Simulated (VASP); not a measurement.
# Al (I4/mmm) in VASP: single point with PBE

Aim: the single point of Al with PBE.

Program: VASP 6.6.1. These are calculated values, not measurements. Logs are shortened: lines on timing, memory, paths and dates and some standing lists are left out, and cuts for length are marked.

## (1) The cell of the first run

The structure is tetragonal, space group I4/mmm (No. 139). Conventional cell: a = 2.753 Å, b = 2.753 Å, c = 4.228 Å, α = 90.00°, β = 90.00°, γ = 90.00°. Al (site symmetry 4/mmm) has 12 Al at 2.75 to 2.87 Å within 3.6 Å.

## (2) Single point, PBE

Contents of INCAR:

```
SYSTEM = Al
  ALGO = Normal
  EDIFF = 1E-6
  ENCUT = 500
  GGA = PE
  GGA_COMPAT = .FALSE.
  ISIF = 2
  ISMEAR = 0
  ISYM = 0
  LASPH = .TRUE.
  LCHARG = .FALSE.
  LREAL = .FALSE.
  LWAVE = .FALSE.
  NBANDS = 10
  NELM = 120
  PREC = Accurate
  SIGMA = 0.1
```

Contents of KPOINTS:

```
k-points
0
G
  9 9 16
  0 0 0
```

Contents of POSCAR:

```
Al
1.0
    3.8927055297      0.0000000000      0.0000000000
    0.0000000000      3.8927055297      0.0000000000
   -1.9463527648      0.0000000000      2.1139290424
Al
2
Direct
    0.0000000000      0.0000000000      0.0000000000
    0.5000000000      0.5000000000      0.0000000000
```

Potentials or basis: VASP PAW PBE potentials, release 64 (Al).

Run with:

```sh
cat potpaw_PBE.64/Al/POTCAR > POTCAR
mpirun -np 1 vasp_std > vasp.out
```

OUTCAR:

```text
SYSTEM = Al
   EDIFF = 1E-6
   ENCUT = 500
   GGA = PE
   ISIF = 2
   ISMEAR = 0
   ISYM = 0
   LASPH = .TRUE.
   LREAL = .FALSE.
   NELM = 120
   PREC = Accurate

 ion  position               nearest neighbor table
   1  0.000  0.000  0.000-   2 2.75   2 2.75   2 2.75   2 2.75   2 2.87   2 2.87   2 2.87   2 2.87

   2  0.500  0.500  0.000-   1 2.75   1 2.75   1 2.75   1 2.75   1 2.87   1 2.87   1 2.87   1 2.87

IMPORTANT INFORMATION: All symmetrisations will be switched off!
NOSYMM: (Re-)initialisation of all symmetry stuff for point group C_1.

----------------------------------------------------------------------------------------

                                     Primitive cell

  volume of cell :      32.0327

  direct lattice vectors                    reciprocal lattice vectors
     3.892705530  0.000000000  0.000000000     0.256890739  0.000000000  0.236526388
     0.000000000  3.892705530  0.000000000     0.000000000  0.256890739  0.000000000
    -1.946352765  0.000000000  2.113929042     0.000000000  0.000000000  0.473052775

  length of vectors
     3.892705530  3.892705530  2.873497013     0.349195624  0.256890739  0.473052775

  position of ions in fractional coordinates (direct lattice)
     0.000000000  0.000000000  0.000000000
     0.500000000  0.500000000  0.000000000

  ion indices of the primitive-cell ions
   primitive index   ion index
                 1           1
                 2           2

----------------------------------------------------------------------------------------

 KPOINTS: k-points

Automatic generation of k-mesh.
 Grid dimensions read from file:
 generate k-points for:    9    9   16

 Generating k-lattice:

  Cartesian coordinates                     Fractional coordinates (reciprocal lattice)
     0.028543415  0.000000000  0.026280710     0.111111111  0.000000000  0.000000000
     0.000000000  0.028543415  0.000000000     0.000000000  0.111111111  0.000000000
     0.000000000  0.000000000  0.029565798     0.000000000  0.000000000  0.062500000

  Length of vectors
     0.038799514  0.028543415  0.029565798

  Shift w.r.t. Gamma in fractional coordinates (k-lattice)
     0.000000000  0.000000000  0.000000000

 -----------------------------------------------------------------------------
|                                                                             |
|           W    W    AA    RRRRR   N    N  II  N    N   GGGG   !!!           |
|           W    W   A  A   R    R  NN   N  II  NN   N  G    G  !!!           |
|           W    W  A    A  R    R  N N  N  II  N N  N  G       !!!           |
|           W WW W  AAAAAA  RRRRR   N  N N  II  N  N N  G  GGG   !            |
|           WW  WW  A    A  R   R   N   NN  II  N   NN  G    G                |
|           W    W  A    A  R    R  N    N  II  N    N   GGGG   !!!           |
|                                                                             |
|     Your reciprocal lattice and k-lattice belong to different lattice       |
|     classes:                                                                |
|                                                                             |
|        The reciprocal lattice is base centered orthorhombic,                |
|        whereas your k-lattice is simple monoclinic.                         |
|                                                                             |
|     Results are often still useful ...                                      |
|                                                                             |
 -----------------------------------------------------------------------------

 WARNING: IBZKPT: internal override: KBLOWUP is changed to .FALSE.
      ... skipping the blow-up phase ...

 Subroutine IBZKPT returns following result:
 ===========================================

 Found    649 irreducible k-points:

 Following reciprocal coordinates:
            Coordinates               Weight
  0.000000  0.000000  0.000000      1.000000
  0.111111  0.000000 -0.000000      2.000000
  0.222222  0.000000 -0.000000      2.000000
  0.333333  0.000000 -0.000000      2.000000
  0.444444  0.000000 -0.000000      2.000000
  0.000000  0.111111  0.000000      2.000000
[... 16 lines left out ...]
 -0.111111  0.222222  0.000000      2.000000
  0.000000  0.333333  0.000000      2.000000
 [... further k-points ...]
   k-points           NKPTS =    649   k-points in BZ     NKDIM =    649   number of bands    NBANDS=     10
   number of dos      NEDOS =    301   number of ions     NIONS =      2
   total plane-waves  NPLWV =  18816
   dimension x,y,z NGX =    28 NGY =   28 NGZ =   24
   dimension x,y,z NGXF=    56 NGYF=   56 NGZF=   48
   ions per type =               2
   NGX,Y,Z   is equivalent  to a cutoff of  11.96, 11.96, 13.89 a.u.
   NGXF,Y,Z  is equivalent  to a cutoff of  23.92, 23.92, 27.77 a.u.
 SYSTEM =  Al
   PREC   = accura    normal or accurate (medium, high low for compatibility)
   ISTART =      0    job   : 0-new  1-cont  2-samecut
   ICHARG =      2    charge: 1-file 2-atom 10-const
   ISPIN  =      1    spin polarized calculation?
   LNONCOLLINEAR =      F non collinear calculations
   LSORBIT =      F    spin-orbit coupling
   LASPH  =      T    aspherical Exc in radial PAW
   ENCUT  =  500.0 eV  36.75 Ry    6.06 a.u.   7.10  7.10  5.24*2*pi/ulx,y,z
   NELM   =    120;   NELMIN=  2; NELMDL= -5     # of ELM steps
   EDIFF  = 0.1E-05   stopping-criterion for ELM
   LREAL  =      F    real-space projection
   EDIFFG = 0.1E-04   stopping-criterion for IOM
   NSW    =      0    number of steps for IOM
   IBRION =     -1    ionic relax: 0-MD 1-quasi-New 2-CG
   NFREE  =      0    steps in history (QN), initial steepest desc. (CG)
   ISIF   =      2    stress and relaxation
   ISYM   =      0    0-nonsym 1-usesym 2-fastsym
   POTIM  = 0.5000    time-step for ionic-motion
   TEBEG  =    0.0;   TEEND  =   0.0 temperature during run
   PSTRESS=    0.0 pullay stress
   NELECT =       6.0000    total number of electrons
   NUPDOWN=      -1.0000    fix difference up-down
   EMIN   =  10.00;   EMAX   =-10.00  energy-range for DOS
   EFERMI =   0.00;   METHOD = LEGACY
   ISMEAR =     0;   SIGMA  =   0.10  broadening in eV -4-tet -1-fermi 0-gaus
   EFERMI_NEDOS =   21; number of points for ismear=-14 and -15
   IALGO  =     38    algorithm
   IMIX   =      4    mixing-type and parameters
     AMIX     =   0.40;   BMIX     =  1.00
     AMIX_MAG =   1.60;   BMIX_MAG =  1.00
  volume/ion in A,a.u.               =      16.02       108.08
  Fermi-wavevector in a.u.,A,eV,Ry     =   0.936686  1.770080 11.937491  0.877381
  Thomas-Fermi vector in A             =   2.063721
   LORBIT       =      0    0 simple, 1 ext, 2 COOP (PROOUT), +10 PAW based schemes
   GGA     = PE    functional components
   LHFCALC =     F    Hartree Fock is set to
   AEXX    =    0.0000 exact exchange contribution
   IVDW    =     0    specifies the selected vdW correction
   LEPSILON=     F    determine dielectric tensor
   LRPA    =     F    only Hartree local field effects (RPA)
 non-spin polarized calculation
 Gauss-broadening in eV      SIGMA  =   0.10
  energy-cutoff  :      500.00
  volume of cell :       32.03
 maximum number of plane-waves:       827
   NGX = 15   NGY = 15   NGZ = 11

 number of electron       6.0000000 magnetization

 Free energy of the ion-electron system (eV)
  ---------------------------------------------------
  ext. energy  EPLUGINS =         0.00000000
  ---------------------------------------------------
  free energy    TOTEN  =        -7.46769554 eV

  energy without entropy =       -7.46459504  energy(sigma->0) =       -7.46614529

 E-fermi :   8.3281     XC(G=0): -10.3044

 val. band max:        8.3278899921   @ k =   0.4444   0.1111   0.3125
 cond. band min:       8.3354717341   @ k =  -0.1111   0.3333   0.2500
 fundamental gap:      0.0075817420
 Fermi energy:         8.3281112993

 k-point     1 :       0.0000    0.0000    0.0000
  band No.  band energies     occupation
      1      -3.0272      2.00000
      2       5.7411      2.00000
      3       7.2840      2.00000
      4      13.3023      0.00000
      5      13.3406      0.00000
      6      13.8993      0.00000
      7      17.1669      0.00000
      8      20.5526      0.00000
      9      21.5019      0.00000
     10      21.5022      0.00000

 k-point     2 :       0.1111    0.0000   -0.0000
  band No.  band energies     occupation
      1      -2.8046      2.00000
      2       5.9433      2.00000
      3       7.4896      2.00000
      4      10.5200      0.00000
      5      13.6828      0.00000
      6      15.2581      0.00000
      7      18.5948      0.00000
      8      18.9988      0.00000
      9      19.6852      0.00000
     10      21.2735      0.00000

 k-point     3 :       0.2222    0.0000   -0.0000
  band No.  band energies     occupation
      1      -2.1386      2.00000
      2       6.5505      2.00000
      3       7.3546      2.00000
      4       8.3216      1.07316
      5      14.1283      0.00000
      6      15.6785      0.00000
      7      16.2786      0.00000
      8      17.2021      0.00000
      9      21.5399      0.00000
     10      21.7905      0.00000

 k-point     4 :       0.3333    0.0000   -0.0000
  band No.  band energies     occupation
      1      -1.0358      2.00000
      2       4.7623      2.00000
      3       7.5641      2.00000
      4       9.2916      0.00000
      5      13.0540      0.00000
      6      14.7891      0.00000
      7      14.9122      0.00000
      8      17.5800      0.00000
      9      19.4268      0.00000
     10      22.6964      0.00000

 k-point     5 :       0.4444    0.0000   -0.0000
  band No.  band energies     occupation
      1       0.4935      2.00000
      2       2.4343      2.00000
      3       8.9860      0.00000
      4      10.7636      0.00000
      5      10.8171      0.00000
      6      12.6142      0.00000
      7      16.0582      0.00000
      8      17.5696      0.00000
      9      19.2585      0.00000
     10      21.2907      0.00000

 k-point     6 :       0.0000    0.1111    0.0000
  band No.  band energies     occupation
      1      -2.9067      2.00000
      2       4.4185      2.00000
      3       8.8116      0.00000
      4      13.4029      0.00000
      5      13.4602      0.00000
      6      14.0025      0.00000
      7      17.2793      0.00000
      8      19.6104      0.00000
      9      20.3922      0.00000
     10      20.5913      0.00000
[... 183 lines left out ...]
 k-point    21 :      -0.3333    0.2222    0.0000
  band No.  band energies     occupation
      1      -0.5612      2.00000
      2       4.6122      2.00000
      3       5.2847      2.00000
      4      10.2866      0.00000
      5      12.9800      0.00000
      6      15.3340      0.00000
      7      18.0172      0.00000
      8      18.0777      0.00000
      9      19.7614      0.00000
     10      20.2583      0.00000

 k-point    22 :      -0.2222    0.2222    0.0000
  band No.  band energies     occupation
      1      -1.6602      2.00000
      2       3.5936      2.00000
      3       7.9337      2.00000
      4      11.9611      0.00000
      5      12.9170      0.00000
      6      14.5460      0.00000
      7      16.7363      0.00000
      8      19.0235      0.00000
      9      20.1500      0.00000
     10      21.9504      0.00000

 k-point    23 :      -0.1111    0.2222    0.0000
  band No.  band energies     occupation
      1      -2.3238      2.00000
      2       2.9572      2.00000
      3      10.8396      0.00000
      4      11.4162      0.00000
      5      14.0955      0.00000
      6      15.7204      0.00000
      7      15.8377      0.00000
      8      18.6774      0.00000
      9      19.4141      0.00000
     10      20.3273      0.00000

 k-point    24 :       0.0000    0.3333    0.0000
  band No.  band energies     occupation
      1      -1.9462      2.00000
      2       1.2433      2.00000
      3      13.6193      0.00000
      4      14.2089      0.00000
      5      14.4148      0.00000
      6      14.8286      0.00000
      7      16.9255      0.00000
      8      17.5891      0.00000
      9      17.6091      0.00000
     10      18.1560      0.00000

 [... further k-points ...]

------------------------ aborting loop because EDIFF is reached ----------------------------------------

  FORCE on cell =-STRESS in cart. coord.  units (eV):
  Direction    XX          YY          ZZ          XY          YZ          ZX
  --------------------------------------------------------------------------------------
  -------------------------------------------------------------------------------------
  Total        0.7688720      0.8143107      0.1885300     -0.0000000     -0.0000001      0.0723790
  in kB       38.4566205     40.7293275      9.4296922     -0.0000021     -0.0000060      3.6201751
  external PRESSURE =      29.5385467 kB  Pullay stress =       0.0000000 kB

 VOLUME and BASIS-vectors are now :
 -----------------------------------------------------------------------------
  energy-cutoff  :      500.00
  volume of cell :       32.03
      direct lattice vectors                 reciprocal lattice vectors
     3.892705530  0.000000000  0.000000000     0.256890739  0.000000000  0.236526388
     0.000000000  3.892705530  0.000000000     0.000000000  0.256890739  0.000000000
    -1.946352765  0.000000000  2.113929042     0.000000000  0.000000000  0.473052775

 POSITION                                       TOTAL-FORCE (eV/Angst)
 -----------------------------------------------------------------------------------
      0.00000      0.00000      0.00000         0.000000     -0.000000     -0.000000
      1.94635      1.94635      0.00000        -0.000000      0.000000      0.000000
 -----------------------------------------------------------------------------------
    total drift:                               -0.000000      0.000000     -0.000000

  FREE ENERGIE OF THE ION-ELECTRON SYSTEM (eV)
  ---------------------------------------------------
  free  energy   TOTEN  =        -7.4676955399 eV

  energy  without entropy=       -7.4645950406  energy(sigma->0) =       -7.46614529
```

Wall time 82 s (1 thread of Intel Xeon 8259CL, shared host); peak memory 0.27 GiB.

What came out:

* Free energy: -7.4677 eV
* Pressure: 3.0 GPa
* Band gap on the k mesh: zero (bands 3 and 4 overlap by 10.48 eV)
